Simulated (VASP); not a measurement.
Runs of VASP 6.6.1 on NaI. The structure is that of space group Fm-3m (No. 225), or close to it. The cells are those of the table. 

```tsv
level	cell	k mesh	cutoff (eV)	gap on the mesh (eV)	pressure (GPa)
PBE	a = 4.522 Å, angles 60.0°, 2 atoms	6 × 6 × 6	500	3.74	1.1
PBE	a = 4.707 Å, angles 60.0°, 2 atoms	6 × 6 × 6	500	3.43	-0.8
r2SCAN	a = 4.567 Å, angles 60.0°, 2 atoms	6 × 6 × 6	550	4.46	-0.1
PBE	a = 4.569 Å, angles 60.0°, 2 atoms	6 × 6 × 6	500	3.65	0.5
PBE	a = 4.616 Å, angles 60.0°, 2 atoms	6 × 6 × 6	500	(a)	0.0
r2SCAN	a = 4.474 Å, angles 60.0°, 2 atoms	6 × 6 × 6	550	4.66	1.1
r2SCAN	a = 4.521 Å, angles 60.0°, 2 atoms	6 × 6 × 6	550	(b)	0.5
PBE	a = 4.567 Å, angles 60.0°, 2 atoms	8 × 8 × 8	520	3.66	0.5
PBE	a = 4.662 Å, angles 60.0°, 2 atoms	6 × 6 × 6	500	3.50	-0.4
r2SCAN	a = 4.567 Å, angles 60.0°, 2 atoms	8 × 8 × 8	520	4.46	-0.1
r2SCAN	a = 4.657 Å, angles 60.0°, 2 atoms	6 × 6 × 6	550	4.29	-0.9
r2SCAN	a = 4.613 Å, angles 60.0°, 2 atoms	6 × 6 × 6	550	4.37	-0.5
```

Alike in all rows: task single point; potentials or basis VASP PAW PBE potentials, release 64 (Na_pv, I); no spin polarisation; smearing gaussian 0.01 eV.

**Question.** Fill in the values left out.

**Answer.** (a) 3.57; (b) 4.55.

Caveats: spin-orbit coupling is left out, which moves the levels of the heavy elements; the PAW data sets were made with another functional, which shifts forces and pressure a little (some runs).

A k mesh can miss the band edges, and the runs leave out spin-orbit coupling on I.
